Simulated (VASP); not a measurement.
Wanted: the native input for a VASP 6.6.1 run.

- Task: relaxation of cell and atoms
- Functional: PBE
- Potentials or basis: VASP PAW PBE potentials, release 64 (Hf_pv, O)
- Cutoff: 600 eV
- k mesh: 4 × 4 × 4
- Occupations: gaussian, width 0.1 eV
- Spin: no spin polarisation
- Dipole correction: no
- Further INCAR settings: ALGO = Normal; EDIFF = 1e-06; IBRION = 2; EDIFFG = -0.04; NSW = 90; ISIF = 3

The structure of Hf3O lies in POSCAR:

```
Hf3O
1.0
    4.0153381481      0.0000000000      0.0000000000
    0.0000000000      4.0153381481      0.0000000000
    0.0000000000      0.0000000000      4.0153381481
Hf O
3 1
Direct
    0.0000000000      0.5000000000      0.5000000000
    0.5000000000      0.0000000000      0.5000000000
    0.5000000000      0.5000000000      0.0000000000
    0.0000000000      0.0000000000      0.0000000000
```

One way to write it, as run:

INCAR

```
  PREC = Accurate
  ENCUT = 600
  EDIFF = 1E-6
  ISMEAR = 0
  SIGMA = 0.1
  LREAL = False
  LASPH = True
  NELM = 100
  ALGO = Normal
  ISIF = 3
  LWAVE = False
  LCHARG = False
  GGA = PE
  IBRION = 2
  NSW = 90
  EDIFFG = -0.04
```

KPOINTS

```
Automatic mesh
0
Gamma
  4 4 4
```

Potentials or basis: VASP PAW PBE potentials, release 64 (Hf_pv, O).

The run is started by

```console
$ cat potpaw_PBE.64/Hf_pv/POTCAR potpaw_PBE.64/O/POTCAR > POTCAR
$ mpirun -np 1 vasp_std > vasp.out
```

It gave:

The relaxed volume is 18.61 Å³/atom and the relaxed cell is a = 4.207 Å, b = 4.207 Å, c = 4.207 Å, α = 90.00°, β = 90.00°, γ = 90.00°. The space group after relaxing (to 0.05 Å) is Pm-3m (No. 221) and the energy gained by relaxing is 117.3 meV/atom. The ionic steps are 3. The pressure after relaxing is -0.1 GPa and the band gap on the k mesh is zero (band 18 reaches 5.80 eV, above the bottom of band 19 at 3.06 eV).

Caveat: the k points lie up to 0.37 Å⁻¹ apart in the final cell; spin-orbit coupling is left out, which moves the levels of the heavy elements.

Wall time 22 s on 1 thread of Intel(R) Xeon(R) 6975P-C (Granite Rapids), on a shared host, peak memory 0.19 GiB.
